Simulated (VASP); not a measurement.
# AlN (ae) (F-43m) in VASP: a series of runs, part 2 of 2

VASP 6.6.1. Earlier steps stand in the parts before.

## (4) Relaxation of cell and atoms, PBE

This run uses another cell than the first one, of 10.80 Å³/atom, 1.013 times its volume.

INCAR reads:

```
PREC     = Accurate       # precision mode
ENCUT    = 600            # plane-wave cutoff, eV
EDIFF    = 1E-7           # SCF threshold, eV
ISMEAR   = 0              # smearing method
SIGMA    = 0.02           # smearing width, eV
LREAL    = F              # projectors in reciprocal space
LASPH    = T              # aspherical terms in the spheres
NELM     = 120            # most SCF steps
ALGO     = Normal         # electronic algorithm
ISIF     = 3              # what is computed and relaxed
LWAVE    = F              # write WAVECAR
LCHARG   = F              # write CHGCAR
GGA      = PE             # functional
IBRION   = 2              # ionic algorithm
NSW      = 50             # ionic steps
EDIFFG   = -0.003         # ionic threshold
GGA_COMPAT= F            
NELMIN   = 4
```

KPOINTS reads:

```
Automatic mesh
0
Gamma
  10 10 10
```

POSCAR reads:

```
AlN
1.0
    0.0000000000      2.2103934432      2.2103934432
    2.2103934432      0.0000000000      2.2103934432
    2.2103934432      2.2103934432      0.0000000000
Al N
1 1
Direct
    0.0000000000      0.0000000000      0.0000000000
    0.7500000000      0.7500000000      0.7500000000
```

Potentials or basis: VASP PAW PBE potentials, release 64 (Al, N).

The run is started by

```console
cat potpaw_PBE.64/Al/POTCAR potpaw_PBE.64/N/POTCAR > POTCAR
mpirun -np 1 vasp_std > vasp.out
```

OUTCAR:

```text
PREC = Accurate
   ENCUT = 600
   EDIFF = 1E-7
   ISMEAR = 0
   LREAL = F
   LASPH = T
   NELM = 120
   ISIF = 3
   GGA = PE
   IBRION = 2
   NSW = 50
   EDIFFG = -0.003
   NELMIN = 4

 ion  position               nearest neighbor table
   1  0.000  0.000  0.000-   2 1.91   2 1.91   2 1.91   2 1.91
   2  0.750  0.750  0.750-   1 1.91   1 1.91   1 1.91   1 1.91

  LATTYP: Found a face centered cubic cell.
 ALAT       =     4.4207868864

  Lattice vectors:

 A1 = (   0.0000000000,   2.2103934432,   2.2103934432)
 A2 = (   2.2103934432,   0.0000000000,   2.2103934432)
 A3 = (   2.2103934432,   2.2103934432,   0.0000000000)

Analysis of symmetry for initial positions (statically):
=====================================================================
 Subroutine PRICEL returns:
 Original cell was already a primitive cell.

 Routine SETGRP: Setting up the symmetry group for a
 face centered cubic supercell.

 Subroutine GETGRP returns: Found 24 space group operations
 (whereof 24 operations were pure point group operations)
 out of a pool of 48 trial point group operations.

The static configuration has the point symmetry T_d .

Analysis of symmetry for dynamics (positions and initial velocities):
=====================================================================
 Subroutine PRICEL returns:
 Original cell was already a primitive cell.

 Routine SETGRP: Setting up the symmetry group for a
 face centered cubic supercell.

 Subroutine GETGRP returns: Found 24 space group operations
 (whereof 24 operations were pure point group operations)
 out of a pool of 48 trial point group operations.

The dynamic configuration has the point symmetry T_d .

 Subroutine INISYM returns: Found 24 space group operations
 (whereof 24 operations are pure point group operations),
 and found     1 'primitive' translations

----------------------------------------------------------------------------------------
[... 122 lines left out ...]
   LEPSILON=     F    determine dielectric tensor
   LRPA    =     F    only Hartree local field effects (RPA)
 conjugate gradient relaxation of ions
 non-spin polarized calculation
 Gauss-broadening in eV      SIGMA  =   0.02
  energy-cutoff  :      600.00
  volume of cell :       21.60
 maximum number of plane-waves:       736
 NGX is ok and might be reduce to    28
   NGX = 13   NGY = 13   NGZ = 13

--------------------------------------- Ionic step        1  -------------------------------------------

 number of electron       8.0000000 magnetization

 Free energy of the ion-electron system (eV)
  ---------------------------------------------------
  ext. energy  EPLUGINS =         0.00000000
  ---------------------------------------------------
  free energy    TOTEN  =       -14.84678154 eV

  energy without entropy =      -14.84678154  energy(sigma->0) =      -14.84678154

------------------------ aborting loop because EDIFF is reached ----------------------------------------

  FORCE on cell =-STRESS in cart. coord.  units (eV):
  Direction    XX          YY          ZZ          XY          YZ          ZX
  --------------------------------------------------------------------------------------
  -------------------------------------------------------------------------------------
  Total       -0.3569191     -0.3569191     -0.3569191      0.0000000     -0.0000000      0.0000000
  in kB      -26.4753425    -26.4753425    -26.4753425      0.0000000     -0.0000000      0.0000000
  external PRESSURE =     -26.4753425 kB  Pullay stress =       0.0000000 kB
[... 59 lines left out ...]
--------------------------------------- Ionic step        3  -------------------------------------------

 number of electron       8.0000000 magnetization

 Free energy of the ion-electron system (eV)
  ---------------------------------------------------
  ext. energy  EPLUGINS =         0.00000000
  ---------------------------------------------------
  free energy    TOTEN  =       -14.84931026 eV

  energy without entropy =      -14.84931026  energy(sigma->0) =      -14.84931026

 E-fermi :   5.8727     XC(G=0): -10.8383

 val. band max:        5.7640856568   @ k =   0.0000   0.0000   0.0000
 cond. band min:       9.0706251262   @ k =   0.5000   0.5000   0.0000
 fundamental gap:      3.3065394693
 Fermi energy:         5.8726740034

 k-point     1 :       0.0000    0.0000    0.0000
  band No.  band energies     occupation
      1      -9.0910      2.00000
      2       5.7641      2.00000
      3       5.7641      2.00000
      4       5.7641      2.00000
      5       9.7670      0.00000
      6      18.1084      0.00000
      7      18.1084      0.00000
      8      18.1084      0.00000
[... 243 lines left out ...]
 k-point    24 :       0.4000    0.3000    0.0000
  band No.  band energies     occupation
      1      -7.1435      2.00000
      2       1.6598      2.00000
      3       4.0861      2.00000
      4       4.3795      2.00000
      5      10.6310      0.00000
      6      15.1507      0.00000
      7      17.7585      0.00000
      8      20.1120      0.00000

 [... further k-points ...]
[... 5 lines left out ...]
  --------------------------------------------------------------------------------------
  -------------------------------------------------------------------------------------
  Total        0.0003098      0.0003098      0.0003098      0.0000000      0.0000000     -0.0000000
  in kB        0.0233084      0.0233084      0.0233084      0.0000000      0.0000000     -0.0000000
  external PRESSURE =       0.0233084 kB  Pullay stress =       0.0000000 kB
[... 17 lines left out ...]
  FREE ENERGIE OF THE ION-ELECTRON SYSTEM (eV)
  ---------------------------------------------------
  free  energy   TOTEN  =       -14.8493102621 eV

  energy  without entropy=      -14.8493102621  energy(sigma->0) =      -14.84931026

 reached required accuracy - stopping structural energy minimisation
```

CONTCAR:

```text
AlN
   1.00000000000000
     0.0000000000000000    2.2000529719658943    2.2000529719658943
     2.2000529719658943   -0.0000000000000000    2.2000529719658943
     2.2000529719658943    2.2000529719658943    0.0000000000000000
  Al              N
     1     1
Direct
     0.0000000000000000    0.0000000000000000    0.0000000000000000
     0.7500000000000000    0.7500000000000000    0.7500000000000000

  0.00000000E+00  0.00000000E+00  0.00000000E+00
  0.00000000E+00  0.00000000E+00  0.00000000E+00
```

Wall time 29 s (1 thread of Intel Xeon Platinum 8488C (Sapphire Rapids), shared host); peak memory 0.15 GiB.

What came out:

```
Free energy                            : -14.8493 eV
Relaxed volume                         : 10.65 Å³/atom
Relaxed cell                           : a = 3.111 Å, b = 3.111 Å, c = 3.111 Å, α = 60.00°, β = 60.00°, γ = 60.00°
Space group after relaxing (to 0.05 Å) : F-43m (No. 216)
Energy gained by relaxing              : 1.3 meV/atom
Ionic steps                            : 3
Pressure after relaxing                : 0.0 GPa
Band gap on the k mesh                 : 3.31 eV, indirect (least direct gap 4.00 eV)
```

Step by step:
```csv
step,energy change (eV),largest force (eV/Å),pressure (GPa),volume (Å³)
1,0.0000,0.0000,-2.65,21.60
2,-0.0007,0.0000,2.36,21.05
3,-0.0025,0.0000,0.00,21.30
```

Final structure:
```
CELL_PARAMETERS angstrom
0.00000 2.20005 2.20005
2.20005 0.00000 2.20005
2.20005 2.20005 0.00000
ATOMIC_POSITIONS crystal
Al 0.00000 0.00000 0.00000
N 0.75000 0.75000 0.75000
```

A k mesh can miss the band edges.
